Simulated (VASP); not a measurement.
# SiC in VASP: notebook, part 2 of 2

VASP 6.6.1. Earlier steps stand in the parts before.

## Step 3: Single point, PBEsol (film at in-plane strain +0.02)

Input file INCAR:

```
SYSTEM = SiC
PREC = Accurate ; ENCUT = 520
EDIFF = 1E-7 ; ISMEAR = 0
SIGMA = 0.01 ; LREAL = .FALSE.
LASPH = .TRUE. ; NELM = 100
ALGO = Normal ; ISIF = 2
LWAVE = .FALSE. ; LCHARG = .TRUE.
GGA = PS ; LELF = .TRUE.
LVHAR = .TRUE. ; NBANDS = 11
```

Input file KPOINTS:

```
Automatic mesh
0
G
  10 10 10
  0 0 0
```

Input file POSCAR:

```
SiC
1.0
    2.2219829490      2.2219829490      0.0000000000
   -2.2219829490      2.2219829490      0.0000000000
    0.0000000000      2.2219829490      2.1469350158
Si C
1 1
Direct
    0.0000000000      0.0000000000      0.0000000000
    0.7500000000      0.2500000000      0.5000000000
```

Potentials or basis: VASP PAW PBE potentials, release 64 (Si, C).

The run is started by

```bash
> cat potpaw_PBE.64/Si/POTCAR potpaw_PBE.64/C/POTCAR > POTCAR
> mpirun -np 1 vasp_std > vasp.out
```

OUTCAR:

```text
SYSTEM = SiC
   PREC = Accurate
   ENCUT = 520
   EDIFF = 1E-7
   ISMEAR = 0
   LREAL = .FALSE.
   LASPH = .TRUE.
   NELM = 100
   ISIF = 2
   GGA = PS

 ion  position               nearest neighbor table
   1  0.000  0.000  0.000-   2 1.90   2 1.90   2 1.90   2 1.90
   2  0.750  0.250  0.500-   1 1.90   1 1.90   1 1.90   1 1.90

  LATTYP: Found a body centered tetragonal cell.
 ALAT       =     3.1423584218
 C/A-ratio  =     1.3664482071

  Lattice vectors:

 A1 = (   2.2219829490,   0.0000000000,  -2.1469350158)
 A2 = (  -2.2219829490,   0.0000000000,  -2.1469350158)
 A3 = (   0.0000000000,   2.2219829490,   2.1469350158)

Analysis of symmetry for initial positions (statically):
=====================================================================
 Subroutine PRICEL returns:
 Original cell was already a primitive cell.

 Routine SETGRP: Setting up the symmetry group for a
 body centered tetragonal supercell.

 Subroutine GETGRP returns: Found  8 space group operations
 (whereof  8 operations were pure point group operations)
 out of a pool of 16 trial point group operations.

The static configuration has the point symmetry D_2d.
[... 171 lines left out ...]
      2       7.7184      2.00000
      3       7.7184      2.00000
      4       7.9371      2.00000
      5      13.6880      0.00000
      6      14.8068      0.00000
      7      14.9028      0.00000
      8      14.9028      0.00000
      9      21.5934      0.00000
     10      22.5519      0.00000
     11      23.6838      0.00000
[... 309 lines left out ...]
 k-point    24 :       0.4000    0.3000    0.0000
  band No.  band energies     occupation
      1      -2.8242      2.00000
      2       0.4397      2.00000
      3       2.5173      2.00000
      4       5.6141      2.00000
      5      11.4166      0.00000
      6      16.3688      0.00000
      7      18.3121      0.00000
      8      18.9972      0.00000
      9      20.6454      0.00000
     10      23.0768      0.00000
     11      28.5401      0.00000

 [... further k-points ...]

------------------------ aborting loop because EDIFF is reached ----------------------------------------

  FORCE on cell =-STRESS in cart. coord.  units (eV):
  Direction    XX          YY          ZZ          XY          YZ          ZX
  --------------------------------------------------------------------------------------
  -------------------------------------------------------------------------------------
  Total       -1.0210625     -1.0210625      0.0416754      0.0000000      0.0000000     -0.0000000
  in kB      -77.1671668    -77.1671668      3.1496345      0.0000000      0.0000000     -0.0000000
  external PRESSURE =     -50.3948997 kB  Pullay stress =       0.0000000 kB

 VOLUME and BASIS-vectors are now :
 -----------------------------------------------------------------------------
  energy-cutoff  :      520.00
  volume of cell :       21.20
      direct lattice vectors                 reciprocal lattice vectors
     2.221982949  2.221982949  0.000000000     0.225024229  0.225024229 -0.232890142
    -2.221982949  2.221982949  0.000000000    -0.225024229  0.225024229 -0.232890142
     0.000000000  2.221982949  2.146935016     0.000000000  0.000000000  0.465780283

 POSITION                                       TOTAL-FORCE (eV/Angst)
 -----------------------------------------------------------------------------------
      0.00000      0.00000      0.00000         0.000000     -0.000000      0.000000
      1.11099      3.33297      1.07347        -0.000000      0.000000      0.000000
 -----------------------------------------------------------------------------------
    total drift:                               -0.000000      0.000000     -0.000000

  FREE ENERGIE OF THE ION-ELECTRON SYSTEM (eV)
  ---------------------------------------------------
  free  energy   TOTEN  =       -15.8949032201 eV

  energy  without entropy=      -15.8949032201  energy(sigma->0) =      -15.89490322
```

OSZICAR:

```text
N       E                     dE             d eps       ncg     rms          rms(c)
DAV:   1     0.300847805895E+01    0.30085E+01   -0.38913E+03  2335   0.613E+02
DAV:   2    -0.169465325675E+02   -0.19955E+02   -0.18994E+02  2844   0.109E+02
DAV:   3    -0.176215349653E+02   -0.67500E+00   -0.67315E+00  2750   0.165E+01
DAV:   4    -0.176243035073E+02   -0.27685E-02   -0.27683E-02  2610   0.133E+00
DAV:   5    -0.176243159548E+02   -0.12447E-04   -0.12447E-04  2774   0.837E-02    0.848E+00
DAV:   6    -0.159670675233E+02    0.16572E+01   -0.59805E+00  2523   0.107E+01    0.379E+00
DAV:   7    -0.159094166475E+02    0.57651E-01   -0.34188E-01  2701   0.332E+00    0.172E+00
DAV:   8    -0.158950806922E+02    0.14336E-01   -0.20289E-02  2607   0.907E-01    0.162E-01
DAV:   9    -0.158948552904E+02    0.22540E-03   -0.17457E-03  2771   0.219E-01    0.108E-01
DAV:  10    -0.158949028708E+02   -0.47580E-04   -0.13207E-04  2574   0.717E-02    0.248E-02
DAV:  11    -0.158949029536E+02   -0.82766E-07   -0.14704E-05  2694   0.204E-02    0.584E-03
DAV:  12    -0.158949031957E+02   -0.24209E-06   -0.87210E-07  2649   0.557E-03    0.749E-04
DAV:  13    -0.158949032201E+02   -0.24420E-07   -0.25073E-08  1578   0.106E-03
   1 F= -.15894903E+02 E0= -.15894903E+02  d E =-.416948E-40
```

stdout:

```text
POSCAR found type information on POSCAR SiC
 POSCAR found :  2 types and       2 ions
 scaLAPACK will be used
 -----------------------------------------------------------------------------
|                                                                             |
|                                                                             |
|     You enforced a specific xc type in the INCAR file but a different       |
|     I HOPE YOU KNOW WHAT YOU ARE DOING!                                     |
|                                                                             |
 -----------------------------------------------------------------------------

 LDA part: xc-table for (Slater+PW92), standard interpolation
 POSCAR, INCAR and KPOINTS ok, starting setup
 FFT: planning ... GRIDC
 FFT: planning ... GRID_SOFT
 FFT: planning ... GRID
 WAVECAR not read
 entering main loop
```

Run time: 7.2 s. Hardware: 1 thread of Intel Xeon 6975P-C (Granite Rapids), shared host; peak memory 0.14 GiB.

What came out:

- Free energy: -15.8949 eV
- Pressure: -5.0 GPa
- Band gap on the k mesh: 0.91 eV, indirect (least direct gap 4.38 eV)

Stress tensor (GPa, compression positive):
```
-7.72  0.00  0.00
 0.00 -7.72  0.00
 0.00  0.00  0.31
```

Caveat: the cell differs from its parent crystal (film at in-plane strain +0.02); the PAW data sets were made with another functional, which shifts forces and pressure a little. A k mesh can miss the band edges.

## Step 4: Relaxation of cell and atoms, PBEsol

This run uses another cell than the first one, of 10.35 Å³/atom, 0.974 times its volume.

Input file INCAR:

```
SYSTEM = SiC
PREC = Accurate ; ENCUT = 600
EDIFF = 1E-7 ; ISMEAR = -1
SIGMA = 0.1 ; LREAL = .FALSE.
LASPH = .TRUE. ; NELM = 100
ALGO = Normal ; ISIF = 3
LWAVE = .FALSE. ; LCHARG = .FALSE.
GGA = PS ; IBRION = 2
NSW = 100 ; EDIFFG = -0.002
```

Input file KPOINTS:

```
regular mesh
0
G
  14 14 14
  0 0 0
```

Input file POSCAR:

```
SiC
1.0
    2.1790000000      2.1790000000      0.0000000000
   -2.1790000000      2.1790000000      0.0000000000
    0.0000000000      2.1790000000      2.1790000000
Si C
1 1
Direct
    0.0000000000      0.0000000000      0.0000000000
    0.7500000000      0.2500000000      0.5000000000
```

Potentials or basis: VASP PAW PBE potentials, release 64 (Si, C).

The run is started by

```bash
> cat potpaw_PBE.64/Si/POTCAR potpaw_PBE.64/C/POTCAR > POTCAR
> mpirun -np 1 vasp_std > vasp.out
```

OUTCAR:

```text
SYSTEM = SiC
   PREC = Accurate
   ENCUT = 600
   EDIFF = 1E-7
   ISMEAR = -1
   LREAL = .FALSE.
   LASPH = .TRUE.
   NELM = 100
   ISIF = 3
   GGA = PS
   IBRION = 2
   NSW = 100
   EDIFFG = -0.002

 ion  position               nearest neighbor table
   1  0.000  0.000  0.000-   2 1.89   2 1.89   2 1.89   2 1.89
   2  0.750  0.250  0.500-   1 1.89   1 1.89   1 1.89   1 1.89

  LATTYP: Found a face centered cubic cell.
 ALAT       =     4.3580000000

  Lattice vectors:

 A1 = (   0.0000000000,   2.1790000000,   2.1790000000)
 A2 = (   2.1790000000,   0.0000000000,   2.1790000000)
 A3 = (   2.1790000000,   2.1790000000,   0.0000000000)

Analysis of symmetry for initial positions (statically):
=====================================================================
 Subroutine PRICEL returns:
 Original cell was already a primitive cell.

 Routine SETGRP: Setting up the symmetry group for a
 face centered cubic supercell.

 Subroutine GETGRP returns: Found 24 space group operations
 (whereof 24 operations were pure point group operations)
 out of a pool of 48 trial point group operations.

The static configuration has the point symmetry T_d .

Analysis of symmetry for dynamics (positions and initial velocities):
=====================================================================
 Subroutine PRICEL returns:
 Original cell was already a primitive cell.

 Routine SETGRP: Setting up the symmetry group for a
 face centered cubic supercell.

 Subroutine GETGRP returns: Found 24 space group operations
 (whereof 24 operations were pure point group operations)
 out of a pool of 48 trial point group operations.

The dynamic configuration has the point symmetry T_d .

 Subroutine INISYM returns: Found 24 space group operations
 (whereof 24 operations are pure point group operations),
 and found     1 'primitive' translations
[... 126 lines left out ...]
 conjugate gradient relaxation of ions
 non-spin polarized calculation
  energy-cutoff  :      600.00
  volume of cell :       20.69
 maximum number of plane-waves:       701
 NGX is ok and might be reduce to    28
   NGX = 13   NGY = 13   NGZ = 13

--------------------------------------- Ionic step        1  -------------------------------------------

 number of electron       8.0000000 magnetization

 Free energy of the ion-electron system (eV)
  ---------------------------------------------------
  ext. energy  EPLUGINS =         0.00000000
  ---------------------------------------------------
  free energy    TOTEN  =       -15.91627304 eV

  energy without entropy =      -15.91624428  energy(sigma->0) =      -15.91625866

------------------------ aborting loop because EDIFF is reached ----------------------------------------

  FORCE on cell =-STRESS in cart. coord.  units (eV):
  Direction    XX          YY          ZZ          XY          YZ          ZX
  --------------------------------------------------------------------------------------
  -------------------------------------------------------------------------------------
  Total        0.0049914      0.0049914      0.0049914      0.0000000      0.0000000     -0.0000000
  in kB        0.3864838      0.3864838      0.3864838      0.0000000      0.0000000     -0.0000000
  external PRESSURE =       0.3864838 kB  Pullay stress =       0.0000000 kB
[... 59 lines left out ...]
--------------------------------------- Ionic step        3  -------------------------------------------

 number of electron       8.0000000 magnetization

 Free energy of the ion-electron system (eV)
  ---------------------------------------------------
  ext. energy  EPLUGINS =         0.00000000
  ---------------------------------------------------
  free energy    TOTEN  =       -15.91627333 eV

  energy without entropy =      -15.91624458  energy(sigma->0) =      -15.91625895

 E-fermi :   8.7729     XC(G=0): -11.5041

 val. band max:        8.0537802211   @ k =   0.0000   0.0000   0.0000
 cond. band min:       9.2883463296   @ k =   0.5000   0.5000   0.0000
 fundamental gap:      1.2345661086
 Fermi energy:         8.7729292325

 k-point     1 :       0.0000    0.0000    0.0000
  band No.  band energies     occupation
      1      -7.3688      2.00000
      2       8.0538      1.99850
      3       8.0538      1.99850
      4       8.0538      1.99850
      5      14.2387      0.00000
      6      15.2959      0.00000
      7      15.2959      0.00000
      8      15.2959      0.00000
[... 243 lines left out ...]
 k-point    24 :       0.2857    0.1429    0.0000
  band No.  band energies     occupation
      1      -4.9626      2.00000
      2       2.0670      2.00000
      3       5.3292      2.00000
      4       7.2443      2.00000
      5      14.2466      0.00000
      6      15.5026      0.00000
      7      16.0942      0.00000
      8      17.9812      0.00000

 [... further k-points ...]

------------------------ aborting loop because EDIFF is reached ----------------------------------------

  FORCE on cell =-STRESS in cart. coord.  units (eV):
  Direction    XX          YY          ZZ          XY          YZ          ZX
  --------------------------------------------------------------------------------------
  -------------------------------------------------------------------------------------
  Total       -0.0003396     -0.0003396     -0.0003396      0.0000000      0.0000000      0.0000000
  in kB       -0.0262902     -0.0262902     -0.0262902      0.0000000      0.0000000      0.0000000
  external PRESSURE =      -0.0262902 kB  Pullay stress =       0.0000000 kB
[... 17 lines left out ...]
  FREE ENERGIE OF THE ION-ELECTRON SYSTEM (eV)
  ---------------------------------------------------
  free  energy   TOTEN  =       -15.9162733263 eV

  energy  without entropy=      -15.9162445771  energy(sigma->0) =      -15.91625895

 reached required accuracy - stopping structural energy minimisation
```

OSZICAR:

```text
N       E                     dE             d eps       ncg     rms          rms(c)
DAV:   1     0.540714838061E+01    0.54071E+01   -0.44508E+03  1736   0.957E+02
DAV:   2    -0.173500466418E+02   -0.22757E+02   -0.21749E+02  2472   0.114E+02
DAV:   3    -0.177118149672E+02   -0.36177E+00   -0.36177E+00  1896   0.179E+01
DAV:   4    -0.177128971906E+02   -0.10822E-02   -0.10822E-02  2720   0.108E+00
[... 14 lines left out ...]
DAV:   4    -0.159162727660E+02    0.72172E-07   -0.31127E-08   872   0.114E-03
   2 F= -.15916273E+02 E0= -.15916258E+02  d E =0.278435E-06
       N       E                     dE             d eps       ncg     rms          rms(c)
DAV:   1    -0.159162734495E+02   -0.61136E-06   -0.95586E-06  1792   0.270E-02    0.360E-03
DAV:   2    -0.159162733257E+02    0.12383E-06   -0.43034E-07  1912   0.435E-03    0.181E-03
DAV:   3    -0.159162733263E+02   -0.64188E-09   -0.56896E-08   840   0.174E-03
   3 F= -.15916273E+02 E0= -.15916259E+02  d E =-.281912E-06
```

Wall time 17 s (1 thread of Intel Xeon 6975P-C (Granite Rapids), shared host); peak memory 0.16 GiB.

Results:

| Property | Result |
| --- | --- |
| Free energy | -15.9163 eV |
| Relaxed volume | 10.35 Å³/atom |
| Relaxed cell | a = 3.082 Å, b = 3.082 Å, c = 3.082 Å, α = 60.00°, β = 60.00°, γ = 90.00° |
| Space group after relaxing (to 0.05 Å) | F-43m (No. 216) |
| Energy gained by relaxing | 0.0 meV/atom |
| Ionic steps | 3 |
| Pressure after relaxing | 0.0 GPa |
| Band gap on the k mesh | 1.23 eV, indirect (least direct gap 4.44 eV) |

Final structure:
```xyz
2
Lattice="2.1791 2.1791 0.0000 -2.1791 2.1791 0.0000 0.0000 2.1791 2.1791" Properties=species:S:1:pos:R:3 pbc="T T T"
Si    0.0000    2.1791    2.1791
C     1.0896    3.2687    1.0896
```

Levels at points of the mesh, in eV from the valence-band top:
```tsv
k point	band 2	band 3	band 4	band 5	band 6	band 7
(0.00, 0.00, 0.00)	0.00	0.00	0.00	6.18	7.24	7.24
(0.50, 0.00, 0.00)	-8.60	-1.06	-1.06	5.37	7.14	7.14
(0.50, 0.50, 0.00)	-7.83	-3.21	-3.21	1.23	4.20	13.95
```

Caveat: the PAW data sets were made with another functional, which shifts forces and pressure a little. A k mesh can miss the band edges.

## Step 5: Overview

```tsv
task	cell	k mesh	cutoff (eV)	smearing	gap on the mesh (eV)	pressure (GPa)
single point	a = 3.142, b = 3.142, c = 3.093 Å, angles 59.5, 59.5, 90.0°, 2 atoms	10 × 10 × 10	520	gaussian 0.01 eV	0.94	-5.5
single point	a = 3.142, b = 3.142, c = 3.090 Å, angles 59.4, 59.4, 90.0°, 2 atoms	10 × 10 × 10	520	gaussian 0.01 eV	0.91	-5.0
relaxation of cell and atoms	relaxed from a = 3.082 Å, angles 60.0, 60.0, 90.0°, 2 atoms	14 × 14 × 14	600	fermi-dirac 0.1 eV	1.23	0.0
```

Alike in all rows: level PBEsol; potentials or basis VASP PAW PBE potentials, release 64 (Si, C); no spin polarisation.

Caveats: the PAW data sets were made with another functional, which shifts forces and pressure a little.

Total energies depend on the potentials used, so only differences within one code and one set of settings carry meaning.
